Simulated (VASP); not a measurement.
# NbTe (P-6m2) in VASP: further runs, part 2 of 2

VASP 6.6.1. The steps go on from the part before.

## 4. Single point, PBE

Input file INCAR:

```
SYSTEM = NbTe
PREC = Accurate ; ENCUT = 500
EDIFF = 1E-6 ; ISMEAR = 0
SIGMA = 0.023 ; LREAL = .False.
LASPH = .True. ; NELM = 120
ALGO = Normal ; ISIF = 2
LWAVE = .False. ; LCHARG = .False.
GGA = PE ; NBANDS = 16
GGA_COMPAT = .False.
```

Input file KPOINTS:

```
regular mesh
0
Gamma
  8 8 7
  0 0 0
```

Input file POSCAR:

```
NbTe
1.0
    3.7029743866      0.0000000000      0.0000000000
   -1.8514871933      3.2068698884      0.0000000000
    0.0000000000      0.0000000000      3.6942110000
Te Nb
1 1
Direct
    0.6666666667      0.3333333333      0.0000000000
    0.0000000000      0.0000000000      0.5000000000
```

Potentials or basis: VASP PAW PBE potentials, release 64 (Te, Nb_sv).

Command:

```console
> cat potpaw_PBE.64/Te/POTCAR potpaw_PBE.64/Nb_sv/POTCAR > POTCAR
> mpirun -np 1 vasp_std > vasp.out
```

OUTCAR:

```text
SYSTEM = NbTe
   PREC = Accurate
   ENCUT = 500
   EDIFF = 1E-6
   ISMEAR = 0
   LREAL = .False.
   LASPH = .True.
   NELM = 120
   ISIF = 2
   GGA = PE

 ion  position               nearest neighbor table
   1  0.667  0.333  0.000-   2 2.83   2 2.83   2 2.83   2 2.83   2 2.83   2 2.83
   2  0.000  0.000  0.500-   1 2.83   1 2.83   1 2.83   1 2.83   1 2.83   1 2.83

  LATTYP: Found a hexagonal cell.
 ALAT       =     3.7029743866
 C/A-ratio  =     0.9976334196

  Lattice vectors:

 A1 = (   3.7029743866,   0.0000000000,   0.0000000000)
 A2 = (  -1.8514871933,   3.2068698884,   0.0000000000)
 A3 = (   0.0000000000,   0.0000000000,   3.6942110000)

Analysis of symmetry for initial positions (statically):
=====================================================================
 Subroutine PRICEL returns:
 Original cell was already a primitive cell.

 Routine SETGRP: Setting up the symmetry group for a
 hexagonal supercell.

 Subroutine GETGRP returns: Found 12 space group operations
 (whereof 12 operations were pure point group operations)
 out of a pool of 24 trial point group operations.

The static configuration has the point symmetry D_3h.

Analysis of symmetry for dynamics (positions and initial velocities):
=====================================================================
 Subroutine PRICEL returns:
 Original cell was already a primitive cell.

 Routine SETGRP: Setting up the symmetry group for a
 hexagonal supercell.

 Subroutine GETGRP returns: Found 12 space group operations
 (whereof 12 operations were pure point group operations)
 out of a pool of 24 trial point group operations.

The dynamic configuration has the point symmetry D_3h.

 Subroutine INISYM returns: Found 12 space group operations
 (whereof 12 operations are pure point group operations),
 and found     1 'primitive' translations

----------------------------------------------------------------------------------------

                                     Primitive cell

  volume of cell :      43.8686

  direct lattice vectors                    reciprocal lattice vectors
     3.702974387  0.000000000  0.000000000     0.270053178  0.155915275  0.000000000
    -1.851487193  3.206869888  0.000000000     0.000000000  0.311830550  0.000000000
     0.000000000  0.000000000  3.694211000     0.000000000  0.000000000  0.270693796

  length of vectors
     3.702974387  3.702974387  3.694211000     0.311830550  0.311830550  0.270693796

  position of ions in fractional coordinates (direct lattice)
     0.666666667  0.333333333  0.000000000
     0.000000000  0.000000000  0.500000000

  ion indices of the primitive-cell ions
   primitive index   ion index
                 1           1
                 2           2

----------------------------------------------------------------------------------------

 KPOINTS: regular mesh

Automatic generation of k-mesh.
 Grid dimensions read from file:
 generate k-points for:    8    8    7

 Generating k-lattice:

  Cartesian coordinates                     Fractional coordinates (reciprocal lattice)
     0.033756647  0.019489409  0.000000000     0.125000000  0.000000000  0.000000000
     0.000000000  0.038978819  0.000000000     0.000000000  0.125000000  0.000000000
     0.000000000  0.000000000  0.038670542     0.000000000  0.000000000  0.142857143

  Length of vectors
     0.038978819  0.038978819  0.038670542

  Shift w.r.t. Gamma in fractional coordinates (k-lattice)
     0.000000000  0.000000000  0.000000000

 Subroutine IBZKPT returns following result:
 ===========================================

 Found     40 irreducible k-points:

 Following reciprocal coordinates:
            Coordinates               Weight
  0.000000  0.000000  0.000000      1.000000
  0.125000 -0.000000  0.000000      6.000000
  0.250000 -0.000000  0.000000      6.000000
  0.375000  0.000000  0.000000      6.000000
  0.500000 -0.000000  0.000000      3.000000
  0.125000  0.125000  0.000000      6.000000
[... 16 lines left out ...]
  0.250000 -0.000000  0.285714     12.000000
  0.375000  0.000000  0.285714     12.000000
 [... further k-points ...]
   k-points           NKPTS =     40   k-points in BZ     NKDIM =     40   number of bands    NBANDS=     16
   number of dos      NEDOS =    301   number of ions     NIONS =      2
   total plane-waves  NPLWV =  21952
   dimension x,y,z NGX =    28 NGY =   28 NGZ =   28
   dimension x,y,z NGXF=    56 NGYF=   56 NGZF=   56
   ions per type =               1   1
   NGX,Y,Z   is equivalent  to a cutoff of  12.57, 12.57, 12.60 a.u.
   NGXF,Y,Z  is equivalent  to a cutoff of  25.14, 25.14, 25.20 a.u.
 SYSTEM =  NbTe
   PREC   = accura    normal or accurate (medium, high low for compatibility)
   ISTART =      0    job   : 0-new  1-cont  2-samecut
   ICHARG =      2    charge: 1-file 2-atom 10-const
   ISPIN  =      1    spin polarized calculation?
   LNONCOLLINEAR =      F non collinear calculations
   LSORBIT =      F    spin-orbit coupling
   LASPH  =      T    aspherical Exc in radial PAW
   ENCUT  =  500.0 eV  36.75 Ry    6.06 a.u.   6.75  6.75  6.74*2*pi/ulx,y,z
   NELM   =    120;   NELMIN=  2; NELMDL= -5     # of ELM steps
   EDIFF  = 0.1E-05   stopping-criterion for ELM
   LREAL  =      F    real-space projection
   EDIFFG = 0.1E-04   stopping-criterion for IOM
   NSW    =      0    number of steps for IOM
   IBRION =     -1    ionic relax: 0-MD 1-quasi-New 2-CG
   NFREE  =      0    steps in history (QN), initial steepest desc. (CG)
   ISIF   =      2    stress and relaxation
   ISYM   =      2    0-nonsym 1-usesym 2-fastsym
   POTIM  = 0.5000    time-step for ionic-motion
   TEBEG  =    0.0;   TEEND  =   0.0 temperature during run
   PSTRESS=    0.0 pullay stress
   NELECT =      19.0000    total number of electrons
   NUPDOWN=      -1.0000    fix difference up-down
   EMIN   =  10.00;   EMAX   =-10.00  energy-range for DOS
   EFERMI =   0.00;   METHOD = LEGACY
   ISMEAR =     0;   SIGMA  =   0.02  broadening in eV -4-tet -1-fermi 0-gaus
   EFERMI_NEDOS =   21; number of points for ismear=-14 and -15
   IALGO  =     38    algorithm
   IMIX   =      4    mixing-type and parameters
     AMIX     =   0.40;   BMIX     =  1.00
     AMIX_MAG =   1.60;   BMIX_MAG =  1.00
  volume/ion in A,a.u.               =      21.93       148.02
  Fermi-wavevector in a.u.,A,eV,Ry     =   1.238630  2.340671 20.874103  1.534203
  Thomas-Fermi vector in A             =   2.373147
   LORBIT       =      0    0 simple, 1 ext, 2 COOP (PROOUT), +10 PAW based schemes
   GGA     = PE    functional components
   LHFCALC =     F    Hartree Fock is set to
   AEXX    =    0.0000 exact exchange contribution
   IVDW    =     0    specifies the selected vdW correction
   LEPSILON=     F    determine dielectric tensor
   LRPA    =     F    only Hartree local field effects (RPA)
 non-spin polarized calculation
 Gauss-broadening in eV      SIGMA  =   0.02
  energy-cutoff  :      500.00
  volume of cell :       43.87
 maximum number of plane-waves:      1141
 NGX is ok and might be reduce to    28
   NGX = 13   NGY = 13   NGZ = 13

 number of electron      18.9999998 magnetization

 Free energy of the ion-electron system (eV)
  ---------------------------------------------------
  ext. energy  EPLUGINS =         0.00000000
  ---------------------------------------------------
  free energy    TOTEN  =       -13.63430586 eV

  energy without entropy =      -13.63360899  energy(sigma->0) =      -13.63395742

 E-fermi :  11.0649     XC(G=0): -11.2768

 val. band max:       11.0532815254   @ k =   0.1250  -0.0000   0.2857
 cond. band min:      11.0810180861   @ k =   0.2500   0.1250   0.2857
 fundamental gap:      0.0277365607
 Fermi energy:        11.0648634369

 k-point     1 :       0.0000    0.0000    0.0000
  band No.  band energies     occupation
      1     -44.5601      2.00000
      2     -20.7459      2.00000
      3     -20.5659      2.00000
      4     -20.5659      2.00000
      5      -3.2125      2.00000
      6       7.8794      2.00000
[... 8 lines left out ...]
     15      16.9479      0.00000
     16      18.0377      0.00000
[... 419 lines left out ...]
 k-point    24 :       0.3750    0.0000    0.2857
  band No.  band energies     occupation
      1     -44.5496      2.00000
      2     -20.7883      2.00000
      3     -20.6674      2.00000
      4     -20.5845      2.00000
      5      -1.5438      2.00000
      6       4.8043      2.00000
[... 8 lines left out ...]
     15      17.3065      0.00000
     16      19.6414      0.00000

 [... further k-points ...]
[... 5 lines left out ...]
  --------------------------------------------------------------------------------------
  -------------------------------------------------------------------------------------
  Total       -0.3364912     -0.3364912     -0.0277127      0.0000000     -0.0000000      0.0000000
  in kB      -12.2893970    -12.2893970     -1.0121289      0.0000000     -0.0000000      0.0000000
  external PRESSURE =      -8.5303076 kB  Pullay stress =       0.0000000 kB

 VOLUME and BASIS-vectors are now :
 -----------------------------------------------------------------------------
  energy-cutoff  :      500.00
  volume of cell :       43.87
      direct lattice vectors                 reciprocal lattice vectors
     3.702974387  0.000000000  0.000000000     0.270053178  0.155915275  0.000000000
    -1.851487193  3.206869888  0.000000000     0.000000000  0.311830550  0.000000000
     0.000000000  0.000000000  3.694211000     0.000000000  0.000000000  0.270693796

 POSITION                                       TOTAL-FORCE (eV/Angst)
 -----------------------------------------------------------------------------------
      1.85149      1.06896      0.00000        -0.000000     -0.000000      0.000000
      0.00000      0.00000      1.84711         0.000000      0.000000      0.000000
 -----------------------------------------------------------------------------------
    total drift:                               -0.000000      0.000000      0.000000

  FREE ENERGIE OF THE ION-ELECTRON SYSTEM (eV)
  ---------------------------------------------------
  free  energy   TOTEN  =       -13.6343058631 eV

  energy  without entropy=      -13.6336089867  energy(sigma->0) =      -13.63395742
```

Run time: 10 s. Hardware: 1 thread of Intel Xeon 6975P-C (Granite Rapids), shared host; peak memory 0.17 GiB.

What came out:

```
Free energy : -13.6343 eV
Pressure    : -0.9 GPa
```

Caveat: spin-orbit coupling is left out, which moves the levels of the heavy elements.

## 5. The runs side by side

```tsv
smearing	gap on the mesh (eV)	pressure (GPa)
gaussian 0.014 eV	none	-0.9
gaussian 0.015 eV	none	-0.9
gaussian 0.023 eV	none	-0.9
```

Alike in all rows: task single point; level PBE; potentials or basis VASP PAW PBE potentials, release 64 (Te, Nb_sv); no spin polarisation; cell as given; k mesh 8 × 8 × 7; cutoff (eV) 500.

Every run on the cell as given and a fine mesh finds a metal.

Caveats: spin-orbit coupling is left out, which moves the levels of the heavy elements.

Total energies depend on the potentials used, so only differences within one code and one set of settings carry meaning.
